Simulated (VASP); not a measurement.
# Ti (P6_3/mmc) in VASP: a series of runs

Runs on Ti. Level: PBEsol. Tasks: single point.

Everything below comes from runs of VASP 6.6.1. Logs are shortened: lines on timing, memory, paths and dates and some standing lists are left out, and cuts for length are marked.

## Step 1: The cell of the first run

Symmetry: P6_3/mmc, No. 194, hexagonal system. Conventional cell: a = 2.780 Å, b = 2.780 Å, c = 4.401 Å, α = 90.00°, β = 90.00°, γ = 120.00°. Within 3.6 Å of Ti (site symmetry -6m2) lie 12 Ti at 2.72 to 2.78 Å.

## Step 2: Single point, PBEsol, collinear spin (14.72 Å³/atom)

Contents of INCAR:

```
PREC = Accurate
ENCUT = 520
EDIFF = 1E-6
ISMEAR = -1
SIGMA = 0.05
LREAL = F
LASPH = T
NELM = 150
ALGO = Normal
ISIF = 2
LWAVE = F
LCHARG = F
ISPIN = 2
MAGMOM = 1 1
LORBIT = 11
LMAXMIX = 4
GGA = PS
NBANDS = 23
```

Contents of KPOINTS:

```
Automatic mesh
0
Gamma
  20 20 11
```

Contents of POSCAR:

```
Ti
1.0
    2.7796695564      0.0000000000      0.0000000000
   -1.3898347782      2.4072644499      0.0000000000
    0.0000000000      0.0000000000      4.4011361890
Ti
2
Direct
    0.3333333333      0.6666666667      0.2500000000
    0.6666666667      0.3333333333      0.7500000000
```

Potentials or basis: VASP PAW PBE potentials, release 64 (Ti_sv).

Launch:

```sh
cat potpaw_PBE.64/Ti_sv/POTCAR > POTCAR
mpirun -np 1 vasp_std > vasp.out
```

OUTCAR:

```text
PREC = Accurate
   ENCUT = 520
   EDIFF = 1E-6
   ISMEAR = -1
   LREAL = F
   LASPH = T
   NELM = 150
   ISIF = 2
   ISPIN = 2
   LORBIT = 11
   GGA = PS

 ion  position               nearest neighbor table
   1  0.333  0.667  0.250-   2 2.72   2 2.72   2 2.72   2 2.72   2 2.72   2 2.72
   2  0.667  0.333  0.750-   1 2.72   1 2.72   1 2.72   1 2.72   1 2.72   1 2.72

  LATTYP: Found a hexagonal cell.
 ALAT       =     2.7796695564
 C/A-ratio  =     1.5833307160

  Lattice vectors:

 A1 = (   2.7796695564,   0.0000000000,   0.0000000000)
 A2 = (  -1.3898347782,   2.4072644499,   0.0000000000)
 A3 = (   0.0000000000,   0.0000000000,   4.4011361890)

Analysis of symmetry for initial positions (statically):
=====================================================================
 Subroutine PRICEL returns:
 Original cell was already a primitive cell.

 Routine SETGRP: Setting up the symmetry group for a
 hexagonal supercell.

 Subroutine GETGRP returns: Found 24 space group operations
 (whereof 12 operations were pure point group operations)
 out of a pool of 24 trial point group operations.

The static configuration has the point symmetry D_3d.
 The point group associated with its full space group is D_6h.

Analysis of symmetry for dynamics (positions and initial velocities):
=====================================================================
 Subroutine PRICEL returns:
 Original cell was already a primitive cell.

 Routine SETGRP: Setting up the symmetry group for a
 hexagonal supercell.

 Subroutine GETGRP returns: Found 24 space group operations
 (whereof 12 operations were pure point group operations)
 out of a pool of 24 trial point group operations.

The dynamic configuration has the point symmetry D_3d.
 The point group associated with its full space group is D_6h.

Analysis of structural, dynamic, and magnetic symmetry:
=====================================================================
 Subroutine PRICEL returns:
 Original cell was already a primitive cell.

 Routine SETGRP: Setting up the symmetry group for a
 hexagonal supercell.

 Subroutine GETGRP returns: Found 24 space group operations
 (whereof 12 operations were pure point group operations)
 out of a pool of 24 trial point group operations.

The overall configuration has the point symmetry D_3d.
 The point group associated with its full space group is D_6h.

 Subroutine INISYM returns: Found 24 space group operations
[... 117 lines left out ...]
     AMIX_MAG =   1.60;   BMIX_MAG =  1.00
  volume/ion in A,a.u.               =      14.72        99.37
  Fermi-wavevector in a.u.,A,eV,Ry     =   1.529154  2.889683 31.814679  2.338313
  Thomas-Fermi vector in A             =   2.636814
   LORBIT       =     11    0 simple, 1 ext, 2 COOP (PROOUT), +10 PAW based schemes
   GGA     = PS    functional components
   LHFCALC =     F    Hartree Fock is set to
   AEXX    =    0.0000 exact exchange contribution
   IVDW    =     0    specifies the selected vdW correction
   LEPSILON=     F    determine dielectric tensor
   LRPA    =     F    only Hartree local field effects (RPA)
 spin polarized calculation
  energy-cutoff  :      520.00
  volume of cell :       29.45
 maximum number of plane-waves:       809
 NGX is ok and might be reduce to    24
   NGX = 11   NGY = 11   NGZ = 17

 number of electron      23.9999993 magnetization       0.0010254

 number of electron      23.9999993 magnetization      -0.0000591

 Free energy of the ion-electron system (eV)
  ---------------------------------------------------
  ext. energy  EPLUGINS =         0.00000000
  ---------------------------------------------------
  free energy    TOTEN  =       -16.48121338 eV

  energy without entropy =      -16.46608583  energy(sigma->0) =      -16.47364961

 E-fermi :  10.0734     XC(G=0): -12.4486

 val. band max:       10.0724548938   @ k =   0.3500   0.2500   0.2727
 cond. band min:      10.0796002740   @ k =   0.2500   0.2500   0.4545
 fundamental gap:      0.0071453801
 Fermi energy:        10.0733997984

 spin component 1

 k-point     1 :       0.0000    0.0000    0.0000
  band No.  band energies     occupation
      1     -46.3202      1.00000
      2     -46.0520      1.00000
      3     -23.2381      1.00000
      4     -22.1710      1.00000
      5     -22.1710      1.00000
      6     -22.0303      1.00000
[... 613 lines left out ...]
     22      22.0380      0.00000
     23      24.0420      0.00000

 [... further k-points ...]

 spin component 2

 k-point     1 :       0.0000    0.0000    0.0000
  band No.  band energies     occupation
      1     -46.3202      1.00000
      2     -46.0519      1.00000
      3     -23.2381      1.00000
      4     -22.1710      1.00000
      5     -22.1710      1.00000
      6     -22.0303      1.00000
[... 613 lines left out ...]
     22      22.0380      0.00000
     23      24.0420      0.00000

 [... further k-points ...]

------------------------ aborting loop because EDIFF is reached ----------------------------------------

  FORCE on cell =-STRESS in cart. coord.  units (eV):
  Direction    XX          YY          ZZ          XY          YZ          ZX
  --------------------------------------------------------------------------------------
  -------------------------------------------------------------------------------------
  Total        3.3523018      3.3523018      3.4423393      0.0000000      0.0000000      0.0000000
  in kB      182.3777747    182.3777747    187.2761538      0.0000000      0.0000000      0.0000000
  external PRESSURE =     184.0105677 kB  Pullay stress =       0.0000000 kB

 VOLUME and BASIS-vectors are now :
 -----------------------------------------------------------------------------
  energy-cutoff  :      520.00
  volume of cell :       29.45
      direct lattice vectors                 reciprocal lattice vectors
     2.779669556  0.000000000  0.000000000     0.359754992  0.207704642  0.000000000
    -1.389834778  2.407264450  0.000000000     0.000000000  0.415409283  0.000000000
     0.000000000  0.000000000  4.401136189     0.000000000  0.000000000  0.227214055

 POSITION                                       TOTAL-FORCE (eV/Angst)
 -----------------------------------------------------------------------------------
     -0.00000      1.60484      1.10028        -0.000000      0.000000      0.000000
      1.38983      0.80242      3.30085         0.000000     -0.000000      0.000000
 -----------------------------------------------------------------------------------
    total drift:                               -0.000000      0.000000     -0.000000

  FREE ENERGIE OF THE ION-ELECTRON SYSTEM (eV)
  ---------------------------------------------------
  free  energy   TOTEN  =       -16.4812133812 eV

  energy  without entropy=      -16.4660858329  energy(sigma->0) =      -16.47364961

 total charge

# of ion       s       p       d       tot
------------------------------------------
    1        2.290   6.154   2.034  10.478
    2        2.290   6.154   2.034  10.478
--------------------------------------------------
tot          4.579  12.309   4.067  20.956

 magnetization (x)

# of ion       s       p       d       tot
------------------------------------------
    1       -0.000   0.000  -0.000  -0.000
    2       -0.000   0.000  -0.000  -0.000
--------------------------------------------------
tot         -0.000   0.000  -0.000  -0.000
```

OSZICAR:

```text
N       E                     dE             d eps       ncg     rms          rms(c)
DAV:   1     0.273025525810E+03    0.27303E+03   -0.12180E+04 24496   0.135E+03
DAV:   2     0.119125730010E+02   -0.26111E+03   -0.25243E+03 25011   0.390E+02
DAV:   3    -0.170557355997E+02   -0.28968E+02   -0.28485E+02 46084   0.107E+02
DAV:   4    -0.178694630621E+02   -0.81373E+00   -0.81302E+00 26602   0.191E+01
DAV:   5    -0.178863899428E+02   -0.16927E-01   -0.16924E-01 31392   0.245E+00    0.164E+01
DAV:   6    -0.164143916083E+02    0.14720E+01   -0.38850E+00 28611   0.212E+01    0.473E+00
DAV:   7    -0.164366005878E+02   -0.22209E-01   -0.54711E-01 34598   0.544E+00    0.301E+00
DAV:   8    -0.164603472285E+02   -0.23747E-01   -0.37536E-02 27536   0.167E+00    0.171E+00
DAV:   9    -0.164768222414E+02   -0.16475E-01   -0.31852E-02 26860   0.141E+00    0.607E-01
DAV:  10    -0.164810504518E+02   -0.42282E-02   -0.93965E-03 31340   0.646E-01    0.900E-02
DAV:  11    -0.164812150937E+02   -0.16464E-03   -0.53758E-04 29490   0.164E-01    0.456E-02
DAV:  12    -0.164812207763E+02   -0.56826E-05   -0.12514E-04 28650   0.806E-02    0.122E-02
DAV:  13    -0.164812140770E+02    0.66993E-05   -0.14603E-05 33947   0.313E-02    0.668E-03
DAV:  14    -0.164812133812E+02    0.69580E-06   -0.88403E-07 22203   0.652E-03
   1 F= -.16481213E+02 E0= -.16473650E+02  d E =-.151275E-01  mag=    -0.0002
```

stdout:

```text
POSCAR found type information on POSCAR Ti
 POSCAR found :  1 types and       2 ions
 scaLAPACK will be used
 -----------------------------------------------------------------------------
|                                                                             |
|                                                                             |
|     You enforced a specific xc type in the INCAR file but a different       |
|     I HOPE YOU KNOW WHAT YOU ARE DOING!                                     |
|                                                                             |
 -----------------------------------------------------------------------------

 LDA part: xc-table for (Slater+PW92), standard interpolation
 POSCAR, INCAR and KPOINTS ok, starting setup
 FFT: planning ... GRIDC
 FFT: planning ... GRID_SOFT
 FFT: planning ... GRID
 WAVECAR not read
 entering main loop
```

Wall time 2 min (1 thread of Intel Xeon 6975P-C (Granite Rapids), shared host); peak memory 0.35 GiB.

Results:

```yaml
Free_energy: -16.4812 eV
Pressure: 18.4 GPa
Band_gap_on_the_k_mesh: zero (filled and empty bands overlap)
Net_moment: 0.00 μB per cell
Valence_electrons_inside_the_program's_atomic_spheres: Ti 10.48
```

Stress tensor (GPa, compression positive):
```
18.24  0.00  0.00
 0.00 18.24  0.00
 0.00  0.00 18.73
```

Levels at points of the mesh, in eV from the Fermi level:
Spin up:
| k point | band 8 | band 9 | band 10 | band 11 | band 12 | band 13 | band 14 | band 15 | band 16 | band 17 |
| --- | --- | --- | --- | --- | --- | --- | --- | --- | --- | --- |
| (0.00, 0.00, 0.00) | -32.08 | -6.56 | -3.14 | 0.83 | 0.83 | 1.00 | 1.35 | 1.47 | 1.47 | 1.91 |
| (0.50, 0.00, 0.00) | -32.20 | -2.72 | -2.58 | -2.33 | -0.39 | 0.47 | 0.78 | 1.43 | 4.10 | 4.39 |
Spin down:
```tsv
k point	band 10	band 11	band 12	band 13	band 14	band 15
(0.00, 0.00, 0.00)	-3.14	0.83	0.83	1.00	1.35	1.47
(0.50, 0.00, 0.00)	-2.58	-2.33	-0.38	0.47	0.78	1.43
```

Caveat: the cell stands under pressure; the PAW data sets were made with another functional, which shifts forces and pressure a little.

## Step 3: Single point, PBEsol, collinear spin (15.39 Å³/atom)

This run uses another cell than the first one, of 15.39 Å³/atom.

Contents of INCAR:

```
SYSTEM = Ti
PREC     = Accurate       ! precision mode
ENCUT    = 520            ! plane-wave cutoff, eV
EDIFF    = 1E-7           ! SCF threshold, eV
ISMEAR   = -1             ! smearing method
SIGMA    = 0.05           ! smearing width, eV
LREAL    = .FALSE.        ! projectors in reciprocal space
LASPH    = .TRUE.         ! aspherical terms in the spheres
NELM     = 150            ! most SCF steps
ALGO     = Normal         ! electronic algorithm
ISIF     = 2              ! what is computed and relaxed
LWAVE    = .FALSE.        ! write WAVECAR
LCHARG   = .FALSE.        ! write CHGCAR
ISPIN    = 2              ! spin polarisation
MAGMOM   = 1 1            ! initial moments
LORBIT   = 11             ! projections on sites
LMAXMIX  = 4              ! l up to which the mixer works
GGA      = PS             ! functional
NBANDS   = 23             ! bands
```

Contents of KPOINTS:

```
regular mesh
0
G
  20 20 11
  0 0 0
```

Contents of POSCAR:

```
Ti
1.0
    2.8211632791      0.0000000000      0.0000000000
   -1.4105816396      2.4431990679      0.0000000000
    0.0000000000      0.0000000000      4.4668344747
Ti
2
Direct
    0.3333333333      0.6666666667      0.2500000000
    0.6666666667      0.3333333333      0.7500000000
```

Potentials or basis: VASP PAW PBE potentials, release 64 (Ti_sv).

Launch:

```sh
cat potpaw_PBE.64/Ti_sv/POTCAR > POTCAR
mpirun -np 1 vasp_std > vasp.out
```

OUTCAR:

```text
SYSTEM = Ti
   PREC = Accurate
   ENCUT = 520
   EDIFF = 1E-7
   ISMEAR = -1
   LREAL = .FALSE.
   LASPH = .TRUE.
   NELM = 150
   ISIF = 2
   ISPIN = 2
   LORBIT = 11
   GGA = PS

 ion  position               nearest neighbor table
   1  0.333  0.667  0.250-   2 2.76   2 2.76   2 2.76   2 2.76   2 2.76   2 2.76
   2  0.667  0.333  0.750-   1 2.76   1 2.76   1 2.76   1 2.76   1 2.76   1 2.76

  LATTYP: Found a hexagonal cell.
 ALAT       =     2.8211632791
 C/A-ratio  =     1.5833307160

  Lattice vectors:

 A1 = (   2.8211632791,   0.0000000000,   0.0000000000)
 A2 = (  -1.4105816396,   2.4431990679,   0.0000000000)
[... 1467 lines left out ...]

 VOLUME and BASIS-vectors are now :
 -----------------------------------------------------------------------------
  energy-cutoff  :      520.00
  volume of cell :       30.79
      direct lattice vectors                 reciprocal lattice vectors
     2.821163279  0.000000000  0.000000000     0.354463709  0.204649718  0.000000000
    -1.410581640  2.443199068  0.000000000     0.000000000  0.409299436  0.000000000
     0.000000000  0.000000000  4.466834475     0.000000000  0.000000000  0.223872186

 POSITION                                       TOTAL-FORCE (eV/Angst)
 -----------------------------------------------------------------------------------
     -0.00000      1.62880      1.11671         0.000000     -0.000000      0.000000
      1.41058      0.81440      3.35013        -0.000000      0.000000      0.000000
 -----------------------------------------------------------------------------------
    total drift:                                0.000000     -0.000000      0.000000

  FREE ENERGIE OF THE ION-ELECTRON SYSTEM (eV)
  ---------------------------------------------------
  free  energy   TOTEN  =       -16.6031882837 eV

  energy  without entropy=      -16.5876421466  energy(sigma->0) =      -16.59541522

 total charge

# of ion       s       p       d       tot
------------------------------------------
    1        2.278   6.146   1.987  10.411
    2        2.278   6.146   1.987  10.411
--------------------------------------------------
tot          4.557  12.291   3.974  20.822

 magnetization (x)

# of ion       s       p       d       tot
------------------------------------------
    1       -0.000   0.000  -0.000  -0.000
    2       -0.000   0.000  -0.000  -0.000
--------------------------------------------------
tot         -0.000   0.000  -0.000  -0.000
```

It took 2.4 min on 1 thread of Intel Xeon 6975P-C (Granite Rapids), shared host; peak memory 0.35 GiB.

What came out:

```
Free energy                                           : -16.6032 eV
Pressure                                              : 10.9 GPa
Band gap on the k mesh                                : zero (filled and empty bands overlap)
Net moment                                            : 0.00 μB per cell
Valence electrons inside the program's atomic spheres : Ti 10.41
```

Stress tensor (GPa, compression positive):
```
10.89  0.00  0.00
 0.00 10.89  0.00
 0.00  0.00 11.06
```

Levels at points of the mesh, in eV from the Fermi level:
Spin up:
```
           k point  band 8  band 9  band 10  band 11  band 12  band 13  band 14  band 15  band 16  band 17
(0.00, 0.00, 0.00)  -32.22   -6.48    -3.02     0.82     0.82     0.97     1.17     1.42     1.42     1.83
(0.50, 0.00, 0.00)  -32.32   -2.56    -2.52    -2.20    -0.47     0.47     0.73     1.36     3.89     4.16
```
Spin down:
| k point | band 10 | band 11 | band 12 | band 13 | band 14 | band 15 |
| --- | --- | --- | --- | --- | --- | --- |
| (0.00, 0.00, 0.00) | -3.02 | 0.82 | 0.82 | 0.97 | 1.17 | 1.42 |
| (0.50, 0.00, 0.00) | -2.52 | -2.20 | -0.47 | 0.47 | 0.73 | 1.36 |

Caveat: the cell stands under pressure; the PAW data sets were made with another functional, which shifts forces and pressure a little.
